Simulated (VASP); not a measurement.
A run of VASP 6.6.1 is set up as follows.

The input INCAR:

```
PREC = Accurate
ENCUT = 520
EDIFF = 1E-6
ISMEAR = -1
SIGMA = 0.02
LREAL = False
LASPH = True
NELM = 80
ALGO = Normal
ISIF = 2
LWAVE = False
LCHARG = False
GGA = PE
IBRION = 2
NSW = 80
EDIFFG = -0.02
```

File KPOINTS:

```
regular mesh
0
Gamma
  5 5 4
```

File POSCAR:

```
SiO2
1.0
    4.8757000000      0.0000000000      0.0000000000
    0.0000000000      4.8757000000      0.0000000000
    0.0000000000      0.0000000000      6.7163000000
Si O
4 8
Direct
    0.3125000000      0.3125000000      0.0000000000
    0.1875000000      0.8125000000      0.2500000000
    0.6875000000      0.6875000000      0.5000000000
    0.8125000000      0.1875000000      0.7500000000
    0.2356000000      0.1269000000      0.1904000000
    0.3731000000      0.7356000000      0.4404000000
    0.7644000000      0.8731000000      0.6904000000
    0.6269000000      0.2644000000      0.9404000000
    0.7356000000      0.3731000000      0.5596000000
    0.8731000000      0.7644000000      0.3096000000
    0.2644000000      0.6269000000      0.0596000000
    0.1269000000      0.2356000000      0.8096000000
```

Potentials or basis: VASP PAW PBE potentials, release 64 (Si, O).

Command:

```sh
$ cat potpaw_PBE.64/Si/POTCAR potpaw_PBE.64/O/POTCAR > POTCAR
$ mpirun -np 1 vasp_std > vasp.out
```

(1) Estimate the energy gained by relaxing.

(2) Estimate the band gap on the k mesh.

Results:

(1) 9.1 meV/atom.

(2) 5.71 eV.

Caveat: an odd mesh through Γ misses points on the zone boundary, where band edges can lie.
